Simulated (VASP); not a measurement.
Al48N47 (a cell with a defect), 95 atoms in the cell. The cell holds a defect, 95 atoms: a = 9.341 Å, b = 10.787 Å, c = 9.967 Å, α = 90.00°, β = 90.00°, γ = 90.00°. 

- Program: VASP 6.6.1
- Task: single point
- Functional: PBEsol
- Potentials or basis: VASP PAW PBE potentials, release 64 (Al, N)
- Cutoff: 520 eV
- k mesh: 1 × 1 × 1, shifted
- Occupations: fermi-dirac, width 0.05 eV
- Spin: no spin polarisation
- Dipole correction: no
- Charge: -1
- Further INCAR settings: LREAL = Auto; ALGO = Normal; EDIFF = 1e-07; NBANDS = 242; ISYM = 0; NELECT = 380.0

Potentials or basis: VASP PAW PBE potentials, release 64 (Al, N).

The run is started by

```bash
$ cat potpaw_PBE.64/Al/POTCAR potpaw_PBE.64/N/POTCAR > POTCAR
$ mpirun -np 1 vasp_std > vasp.out
```

Hardware: 1 thread of Intel Xeon 8259CL, with other jobs on the host.

Q: Estimate the wall time of this run.

A: Run time: 78 min on 1 thread of Intel Xeon 8259CL, with other jobs on the host, peak memory 1.2 GiB. Counts: scf iterations 18, k points 4.
